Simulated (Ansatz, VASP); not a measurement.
# GaF: VASP beside Ansatz

INCAR

```
SYSTEM = GaF
  ALGO = Normal
  EDIFF = 1E-7
  EDIFFG = -0.01
  ENCUT = 600
  GGA = PE
  IBRION = 2
  ISIF = 3
  ISMEAR = -1
  IVDW = 12
  LASPH = .TRUE.
  LCHARG = .FALSE.
  LREAL = .FALSE.
  LWAVE = .FALSE.
  NELM = 80
  NSW = 60
  PREC = Accurate
  SIGMA = 0.05
```

The input KPOINTS:

```
k-points
0
G
  8 8 8
  0 0 0
```

Contents of POSCAR:

```
GaF
1.0
    3.1659200000      0.0000000000      0.0000000000
    0.0000000000      3.1659200000      0.0000000000
    0.0000000000      0.0000000000      3.1659200000
Ga F
1 1
Direct
    0.0000000000      0.0000000000      0.0000000000
    0.5000000000      0.5000000000      0.5000000000
```

File input.yaml:

```yaml
crystal:
  lattice:
    - [3.16592, 0.0, 0.0]
    - [0.0, 3.16592, 0.0]
    - [0.0, 0.0, 3.16592]
  atoms:
    - { symbol: Ga, position: [0.0, 0.0, 0.0] }
    - { symbol: F, position: [0.5, 0.5, 0.5] }
hamiltonian:
  xc: pbe
  pseudopotentials: { kind: paw }
  dispersion: d3bj
kpoints:
  mp_grid: { grid: [8, 8, 8] }
scf:
  occupations: { method: fermi_dirac, width: 0.05 }
output:
  forces: true
  stress: true
  eigenvalues: true
  write_density: true
  write_potential: true
  elf: true
  volumetric_format: npy
relax:
  f_tol: 0.01
  max_steps: 40
  cell: { stress_tol: 0.05 }
```

Alike in both runs: task relaxation of cell and atoms; functional PBE; dispersion D3(BJ); k mesh 8 × 8 × 8; occupations fermi-dirac, width 0.05 eV; no spin polarisation.

|  | VASP | Ansatz |
| --- | --- | --- |
| version | VASP 6.6.1 | Ansatz 0.2.0 |
| potentials or method | VASP PAW PBE potentials, release 64 (Ga_d, F) | Ansatz PAW |
| plane-wave cutoff (eV) | 600 | 420 |
| valence electrons in the cell | 20 | 20 |

Ansatz gave:

- gap on the k mesh at the Fermi level, each at its own relaxed structure (eV): 1.47
- relaxed volume (Å³/atom): 18.69
- relaxed cell length with the largest relative difference (Å): 3.344

**Question.** Which values does VASP return?

**Answer.** gap on the k mesh at the Fermi level, each at its own relaxed structure (eV): 0.66; relaxed volume (Å³/atom): 16.59; relaxed cell length with the largest relative difference (Å): 3.213.

One of these differences is far larger than is usual between the two programs; its cause wasn't traced.

Noted on Ansatz's run: the volume moved by over 15 % at a fixed basis, so the end points are rough; the plane-wave basis is chosen anew once the cell has moved, so the energies of steps on either side of that aren't comparable.
